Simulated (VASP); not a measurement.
# Se (Cmcm) in VASP: further runs

Se is run at these levels: PBEsol; tasks: single point.

Program: VASP 6.6.1. These are calculated values, not measurements. Logs are shortened: lines on timing, memory, paths and dates and some standing lists are left out, and cuts for length are marked.

## (1) The cell of the first run

It takes space group Cmcm (No. 63, orthorhombic). Conventional cell: a = 2.692 Å, b = 7.799 Å, c = 4.454 Å, α = 90.00°, β = 90.00°, γ = 90.00°. Se (site symmetry m2m) has 4 Se at 2.44 to 2.69 Å within 3.2 Å.

## (2) Single point, PBEsol

INCAR reads:

```
  PREC = Accurate
  ENCUT = 520
  EDIFF = 1E-7
  ISMEAR = -1
  SIGMA = 0.05
  LREAL = False
  LASPH = True
  NELM = 100
  ALGO = Normal
  ISIF = 2
  LWAVE = False
  LCHARG = False
  GGA = PS
  NBANDS = 13
```

KPOINTS reads:

```
regular mesh
0
Gamma
  8 8 4
```

POSCAR reads:

```
Se
1.0
    1.3461519188     -3.8996145209      0.0000000000
    1.3461519188      3.8996145209      0.0000000000
    0.0000000000      0.0000000000      4.4542186571
Se
2
Direct
    0.9356550000      0.0643450000      0.2500000000
    0.0643450000      0.9356550000      0.7500000000
```

Potentials or basis: VASP PAW PBE potentials, release 64 (Se).

Run with:

```console
> cat potpaw_PBE.64/Se/POTCAR > POTCAR
> mpirun -np 1 vasp_std > vasp.out
```

OUTCAR:

```text
PREC = Accurate
   ENCUT = 520
   EDIFF = 1E-7
   ISMEAR = -1
   LREAL = False
   LASPH = True
   NELM = 100
   ISIF = 2
   GGA = PS

 ion  position               nearest neighbor table
   1  0.936  0.064  0.250-   2 2.44   2 2.44
   2  0.064  0.936  0.750-   1 2.44   1 2.44

  LATTYP: Found a base centered orthorhombic cell.
 ALAT       =     2.6923038376
 B/A-ratio  =     2.8968606488
 C/A-ratio  =     1.6544264414

  Lattice vectors:

 A1 = (   1.3461519188,  -3.8996145209,   0.0000000000)
 A2 = (   1.3461519188,   3.8996145209,   0.0000000000)
 A3 = (   0.0000000000,   0.0000000000,   4.4542186571)

Analysis of symmetry for initial positions (statically):
=====================================================================
 Subroutine PRICEL returns:
 Original cell was already a primitive cell.

 Routine SETGRP: Setting up the symmetry group for a
 base centered orthorhombic supercell.

 Subroutine GETGRP returns: Found  8 space group operations
 (whereof  4 operations were pure point group operations)
 out of a pool of  8 trial point group operations.

The static configuration has the point symmetry C_2h.
 The point group associated with its full space group is D_2h.

Analysis of symmetry for dynamics (positions and initial velocities):
=====================================================================
 Subroutine PRICEL returns:
 Original cell was already a primitive cell.

 Routine SETGRP: Setting up the symmetry group for a
 base centered orthorhombic supercell.

 Subroutine GETGRP returns: Found  8 space group operations
 (whereof  4 operations were pure point group operations)
 out of a pool of  8 trial point group operations.

The dynamic configuration has the point symmetry C_2h.
 The point group associated with its full space group is D_2h.

 Subroutine INISYM returns: Found  8 space group operations
 (whereof  4 operations are pure point group operations),
 and found     1 'primitive' translations

----------------------------------------------------------------------------------------

                                     Primitive cell

  volume of cell :      46.7646

  direct lattice vectors                    reciprocal lattice vectors
     1.346151919 -3.899614521  0.000000000     0.371429103 -0.128217801  0.000000000
     1.346151919  3.899614521  0.000000000     0.371429103  0.128217801  0.000000000
     0.000000000  0.000000000  4.454218657     0.000000000  0.000000000  0.224506266

  length of vectors
     4.125423421  4.125423421  4.454218657     0.392936869  0.392936869  0.224506266

  position of ions in fractional coordinates (direct lattice)
     0.935655000  0.064345000  0.250000000
     0.064345000  0.935655000  0.750000000

  ion indices of the primitive-cell ions
   primitive index   ion index
                 1           1
                 2           2

----------------------------------------------------------------------------------------

 KPOINTS: regular mesh

Automatic generation of k-mesh.
 Grid dimensions read from file:
 generate k-points for:    8    8    4

 Generating k-lattice:

  Cartesian coordinates                     Fractional coordinates (reciprocal lattice)
     0.046428638 -0.016027225  0.000000000     0.125000000  0.000000000  0.000000000
     0.046428638  0.016027225  0.000000000     0.000000000  0.125000000  0.000000000
     0.000000000  0.000000000  0.056126567     0.000000000  0.000000000  0.250000000

  Length of vectors
     0.049117109  0.049117109  0.056126567

  Shift w.r.t. Gamma in fractional coordinates (k-lattice)
     0.000000000  0.000000000  0.000000000

 Subroutine IBZKPT returns following result:
 ===========================================

 Found     63 irreducible k-points:

 Following reciprocal coordinates:
            Coordinates               Weight
  0.000000  0.000000  0.000000      1.000000
  0.125000  0.000000  0.000000      4.000000
  0.250000  0.000000  0.000000      4.000000
  0.375000  0.000000  0.000000      4.000000
  0.500000  0.000000  0.000000      2.000000
  0.125000  0.125000  0.000000      2.000000
[... 16 lines left out ...]
  0.125000  0.000000  0.250000      8.000000
  0.250000  0.000000  0.250000      8.000000
 [... further k-points ...]
   k-points           NKPTS =     63   k-points in BZ     NKDIM =     63   number of bands    NBANDS=     13
   number of dos      NEDOS =    301   number of ions     NIONS =      2
   total plane-waves  NPLWV =  36864
   dimension x,y,z NGX =    32 NGY =   32 NGZ =   36
   dimension x,y,z NGXF=    64 NGYF=   64 NGZF=   72
   ions per type =               2
   NGX,Y,Z   is equivalent  to a cutoff of  12.90, 12.90, 13.44 a.u.
   NGXF,Y,Z  is equivalent  to a cutoff of  25.79, 25.79, 26.87 a.u.
 SYSTEM =  unknown system
   PREC   = accura    normal or accurate (medium, high low for compatibility)
   ISTART =      0    job   : 0-new  1-cont  2-samecut
   ICHARG =      2    charge: 1-file 2-atom 10-const
   ISPIN  =      1    spin polarized calculation?
   LNONCOLLINEAR =      F non collinear calculations
   LSORBIT =      F    spin-orbit coupling
   LASPH  =      T    aspherical Exc in radial PAW
   ENCUT  =  520.0 eV  38.22 Ry    6.18 a.u.   7.67  7.67  8.28*2*pi/ulx,y,z
   NELM   =    100;   NELMIN=  2; NELMDL= -5     # of ELM steps
   EDIFF  = 0.1E-06   stopping-criterion for ELM
   LREAL  =      F    real-space projection
   EDIFFG = 0.1E-05   stopping-criterion for IOM
   NSW    =      0    number of steps for IOM
   IBRION =     -1    ionic relax: 0-MD 1-quasi-New 2-CG
   NFREE  =      0    steps in history (QN), initial steepest desc. (CG)
   ISIF   =      2    stress and relaxation
   ISYM   =      2    0-nonsym 1-usesym 2-fastsym
   POTIM  = 0.5000    time-step for ionic-motion
   TEBEG  =    0.0;   TEEND  =   0.0 temperature during run
   PSTRESS=    0.0 pullay stress
   NELECT =      12.0000    total number of electrons
   NUPDOWN=      -1.0000    fix difference up-down
   EMIN   =  10.00;   EMAX   =-10.00  energy-range for DOS
   EFERMI =   0.00;   METHOD = LEGACY
   ISMEAR =    -1;   SIGMA  =   0.05  broadening in eV -4-tet -1-fermi 0-gaus
   EFERMI_NEDOS =   21; number of points for ismear=-14 and -15
   IALGO  =     38    algorithm
   IMIX   =      4    mixing-type and parameters
     AMIX     =   0.40;   BMIX     =  1.00
     AMIX_MAG =   1.60;   BMIX_MAG =  1.00
  volume/ion in A,a.u.               =      23.38       157.79
  Fermi-wavevector in a.u.,A,eV,Ry     =   1.040310  1.965901 14.724839  1.082245
  Thomas-Fermi vector in A             =   2.174880
   LORBIT       =      0    0 simple, 1 ext, 2 COOP (PROOUT), +10 PAW based schemes
   GGA     = PS    functional components
   LHFCALC =     F    Hartree Fock is set to
   AEXX    =    0.0000 exact exchange contribution
   IVDW    =     0    specifies the selected vdW correction
   LEPSILON=     F    determine dielectric tensor
   LRPA    =     F    only Hartree local field effects (RPA)
 non-spin polarized calculation
  energy-cutoff  :      520.00
  volume of cell :       46.76
 maximum number of plane-waves:      1278
   NGX = 15   NGY = 15   NGZ = 17

 number of electron      11.9999999 magnetization

 Free energy of the ion-electron system (eV)
  ---------------------------------------------------
  ext. energy  EPLUGINS =         0.00000000
  ---------------------------------------------------
  free energy    TOTEN  =        -7.29586503 eV

  energy without entropy =       -7.28576969  energy(sigma->0) =       -7.29081736

 E-fermi :   4.2782     XC(G=0):  -9.7410

 val. band max:        4.2635153174   @ k =   0.2500   0.0000   0.0000
 cond. band min:       4.2981841843   @ k =  -0.3750   0.1250   0.0000
 fundamental gap:      0.0346688669
 Fermi energy:         4.2782214025

 k-point     1 :       0.0000    0.0000    0.0000
  band No.  band energies     occupation
      1     -12.6098      2.00000
      2      -7.9080      2.00000
      3      -3.1399      2.00000
      4       1.5288      2.00000
      5       1.7070      2.00000
      6       6.6038      0.00000
      7       6.7990      0.00000
      8       9.4116      0.00000
      9       9.6338      0.00000
     10      10.9450      0.00000
     11      12.9535      0.00000
     12      13.3711      0.00000
     13      17.6941      0.00000

 k-point     2 :       0.1250    0.0000    0.0000
  band No.  band energies     occupation
      1     -12.3337      2.00000
      2      -7.6478      2.00000
      3      -2.8943      2.00000
      4       1.3687      2.00000
      5       2.2429      2.00000
      6       4.3472      0.40188
      7       6.9033      0.00000
      8       7.4528      0.00000
      9       9.8627      0.00000
     10      11.5259      0.00000
     11      13.2529      0.00000
     12      16.0725      0.00000
     13      16.3006      0.00000

 k-point     3 :       0.2500    0.0000    0.0000
  band No.  band energies     occupation
      1     -11.5496      2.00000
      2      -6.9012      2.00000
      3      -2.2212      2.00000
      4       0.6687      2.00000
      5       1.7892      2.00000
      6       3.0701      2.00000
      7       4.2635      1.14601
      8       7.2129      0.00000
      9      10.7704      0.00000
     10      12.0451      0.00000
     11      12.2862      0.00000
     12      14.0870      0.00000
     13      14.9741      0.00000

 k-point     4 :       0.3750    0.0000    0.0000
  band No.  band energies     occupation
      1     -10.4723      2.00000
      2      -5.8496      2.00000
      3      -2.0712      2.00000
      4      -1.3761      2.00000
      5       1.3964      2.00000
      6       2.3925      2.00000
      7       3.7861      1.99989
      8       7.5805      0.00000
      9       9.6510      0.00000
     10      10.4404      0.00000
     11      12.9035      0.00000
     12      13.1841      0.00000
     13      15.2102      0.00000

 k-point     5 :       0.5000    0.0000    0.0000
  band No.  band energies     occupation
      1      -9.8415      2.00000
      2      -5.2178      2.00000
      3      -3.2746      2.00000
      4      -0.9419      2.00000
      5       0.1802      2.00000
      6       2.8726      2.00000
      7       3.8901      1.99915
      8       7.6082      0.00000
      9       8.8633      0.00000
     10       9.7023      0.00000
     11      12.3482      0.00000
     12      14.7094      0.00000
     13      15.3616      0.00000
[... 257 lines left out ...]
 k-point    22 :       0.0000    0.0000    0.2500
  band No.  band energies     occupation
      1     -12.1923      2.00000
      2      -9.1734      2.00000
      3      -1.7558      2.00000
      4       1.2769      2.00000
      5       2.5871      2.00000
      6       5.5351      0.00000
      7       6.9311      0.00000
      8       8.8864      0.00000
      9       9.1002      0.00000
     10      10.8819      0.00000
     11      13.5849      0.00000
     12      15.5551      0.00000
     13      15.8427      0.00000

 k-point    23 :       0.1250    0.0000    0.2500
  band No.  band energies     occupation
      1     -11.9167      2.00000
      2      -8.9048      2.00000
      3      -1.5690      2.00000
      4       1.4483      2.00000
      5       2.7242      2.00000
      6       4.6794      0.00066
      7       5.8864      0.00000
      8       6.8504      0.00000
      9       9.5352      0.00000
     10      11.1978      0.00000
     11      15.0110      0.00000
     12      15.5486      0.00000
     13      16.2404      0.00000

 k-point    24 :       0.2500    0.0000    0.2500
  band No.  band energies     occupation
      1     -11.1337      2.00000
      2      -8.1385      2.00000
      3      -1.0574      2.00000
      4       1.0516      2.00000
      5       2.1458      2.00000
      6       3.0458      2.00000
      7       3.6508      1.99999
      8       6.8070      0.00000
      9      10.5494      0.00000
     10      11.5873      0.00000
     11      12.6745      0.00000
     12      14.7557      0.00000
     13      14.9629      0.00000

 [... further k-points ...]

------------------------ aborting loop because EDIFF is reached ----------------------------------------

  FORCE on cell =-STRESS in cart. coord.  units (eV):
  Direction    XX          YY          ZZ          XY          YZ          ZX
  --------------------------------------------------------------------------------------
  -------------------------------------------------------------------------------------
  Total        2.4742634      0.2300923      3.5467961      0.0000000      0.0000000      0.0000000
  in kB       84.7694230      7.8830703    121.5148976      0.0000000      0.0000000      0.0000000
  external PRESSURE =      71.3891303 kB  Pullay stress =       0.0000000 kB

 VOLUME and BASIS-vectors are now :
 -----------------------------------------------------------------------------
  energy-cutoff  :      520.00
  volume of cell :       46.76
      direct lattice vectors                 reciprocal lattice vectors
     1.346151919 -3.899614521  0.000000000     0.371429103 -0.128217801  0.000000000
     1.346151919  3.899614521  0.000000000     0.371429103  0.128217801  0.000000000
     0.000000000  0.000000000  4.454218657     0.000000000  0.000000000  0.224506266

 POSITION                                       TOTAL-FORCE (eV/Angst)
 -----------------------------------------------------------------------------------
      1.34615     -3.39777      1.11355         0.000000      0.337364     -0.000000
      1.34615      3.39777      3.34066         0.000000     -0.337364      0.000000
 -----------------------------------------------------------------------------------
    total drift:                                0.000000      0.000000     -0.000000

  FREE ENERGIE OF THE ION-ELECTRON SYSTEM (eV)
  ---------------------------------------------------
  free  energy   TOTEN  =        -7.2958650302 eV

  energy  without entropy=       -7.2857696874  energy(sigma->0) =       -7.29081736
```

Run time: 51 s. Hardware: 1 thread of AMD EPYC 7R13 (Zen 3), shared host; peak memory 0.16 GiB.

What came out:

```
Free energy            : -7.2959 eV
Pressure               : 7.1 GPa
Largest force          : 0.337 eV/Å
Band gap on the k mesh : zero (band 6 reaches 6.60 eV, above the bottom of band 7 at 3.42 eV)
```

Forces on the atoms (eV/Å):
```
Se   0.000  0.337  0.000
Se   0.000 -0.337  0.000
```

Caveat: the PAW data sets were made with another functional, which shifts forces and pressure a little.

## (3) Single point, PBEsol

This run uses another cell than the first one, of 24.03 Å³/atom, 1.028 times its volume.

INCAR reads:

```
SYSTEM = Se
PREC = Accurate ; ENCUT = 520
EDIFF = 1E-6 ; ISMEAR = -1
SIGMA = 0.05 ; LREAL = .False.
LASPH = .True. ; NELM = 100
ALGO = Normal ; ISIF = 2
LWAVE = .False. ; LCHARG = .False.
GGA = PS ; NBANDS = 13
```

KPOINTS reads:

```
Automatic mesh
0
Gamma
  8 8 4
  0 0 0
```

POSCAR reads:

```
Se
1.0
    1.3585026263     -3.9353927994      0.0000000000
    1.3585026263      3.9353927994      0.0000000000
    0.0000000000      0.0000000000      4.4950853312
Se
2
Direct
    0.9356550000      0.0643450000      0.2500000000
    0.0643450000      0.9356550000      0.7500000000
```

Potentials or basis: VASP PAW PBE potentials, release 64 (Se).

Run with:

```console
> cat potpaw_PBE.64/Se/POTCAR > POTCAR
> mpirun -np 1 vasp_std > vasp.out
```

It took 42 s on 1 thread of AMD EPYC 7R13 (Zen 3), shared host; peak memory 0.16 GiB.

Results (log left out):

| Item | Value |
| --- | --- |
| Free energy | -7.3441 eV |
| Pressure | 4.8 GPa |
| Largest force | 0.215 eV/Å |
| Band gap on the k mesh | zero (band 6 reaches 6.21 eV, above the bottom of band 7 at 3.13 eV) |

Forces in eV/Å, atoms in the order of the input:
```
Se   0.000  0.215  0.000
Se   0.000 -0.215  0.000
```

Stress tensor (GPa, compression positive):
```
5.45 0.00 0.00
0.00 0.23 0.00
0.00 0.00 8.71
```

Levels at points of the mesh, in eV from the Fermi level:
```tsv
k point	band 3	band 4	band 5	band 6	band 7	band 8	band 9	band 10
(0.00, 0.00, 0.00)	-7.18	-2.63	-2.45	2.26	2.49	4.95	5.36	6.70
(0.50, 0.00, 0.00)	-7.30	-5.07	-3.95	-1.33	-0.36	3.33	4.65	5.50
(0.50, 0.50, 0.00)	-6.83	-4.78	-2.32	0.48	2.03	5.07	8.44	10.88
(0.00, 0.00, 0.50)	-4.03	-4.03	0.20	0.20	3.42	3.42	4.56	4.56
(0.50, 0.00, 0.50)	-5.97	-5.97	-2.70	-2.70	2.64	2.64	4.99	4.99
(0.50, 0.50, 0.50)	-5.83	-5.83	1.04	1.04	3.29	3.29	8.03	8.03
```

Caveat: the PAW data sets were made with another functional, which shifts forces and pressure a little.

[end of part 1 of 2]
